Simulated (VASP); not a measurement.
Here is a VASP 6.6.1 calculation.

File INCAR:

```
PREC = Accurate
ENCUT = 600
EDIFF = 1E-6
ISMEAR = -1
SIGMA = 0.05
LREAL = False
LASPH = True
NELM = 60
ALGO = Normal
ISIF = 3
LWAVE = False
LCHARG = False
IBRION = 2
NSW = 80
EDIFFG = -0.02
```

File KPOINTS:

```
Automatic mesh
0
Gamma
  7 7 7
```

File POSCAR:

```
RbBr
1.0
    4.1260773000      0.0000000000      0.0000000000
    0.0000000000      4.1260773000      0.0000000000
    0.0000000000      0.0000000000      4.1260773000
Rb Br
1 1
Direct
    0.0000000000      0.0000000000      0.0000000000
    0.5000000000      0.5000000000      0.5000000000
```

Potentials or basis: VASP PAW LDA potentials, release 64 (Rb_sv, Br).

Launch:

```console
$ cat potpaw_LDA.64/Rb_sv/POTCAR potpaw_LDA.64/Br/POTCAR > POTCAR
$ mpirun -np 1 vasp_std > vasp.out
```

(1) What does it give for the space group after relaxing (to 0.1 Å)?

(2) Estimate the relaxed volume.

(3) Estimate the relaxed cell.

Answers

(1) Pm-3m (No. 221).

(2) 31.31 Å³/atom.

(3) a = 3.971 Å, b = 3.971 Å, c = 3.971 Å, α = 90.00°, β = 90.00°, γ = 90.00°.
